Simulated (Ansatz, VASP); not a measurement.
# GaSi: VASP beside Ansatz

```
Ga Si
1.0
     2.98316    0.00000    0.00000
     0.00000    2.98316    0.00000
     0.00000    0.00000    4.21882
Ga Si
1 1
Direct
  0.00000 0.00000 0.00000
  0.50000 0.50000 0.50000
```

Alike in both runs: task relaxation of cell and atoms; functional PBE; k mesh 6 × 6 × 4; occupations gaussian, width 0.1 eV; no spin polarisation.

|  | VASP | Ansatz |
| --- | --- | --- |
| version | VASP 6.6.1 | Ansatz 0.2.0 |
| potentials or method | VASP PAW PBE potentials, release 64 (Ga_d, Si), cutoff 600 eV | scalar-relativistic, plane waves, PAW |
| valence electrons in the cell | 17 | 17 |

VASP gave:

* gap on the k mesh at the Fermi level, each at its own relaxed structure (eV): none
* relaxed volume (Å³/atom): 16.94
* relaxed cell length with the largest relative difference (Å): 4.020

Question: Estimate Ansatz's values.

Answer: gap on the k mesh at the Fermi level, each at its own relaxed structure (eV): none; relaxed volume (Å³/atom): 16.85; relaxed cell length with the largest relative difference (Å): 4.003.

A gap of «none» marks a metal or a gap that the smearing closes.

The k mesh is coarse, so the values compare programs but aren't converged. Noted on VASP's run: too few bands were computed for a metal, which touches its energy and stress.
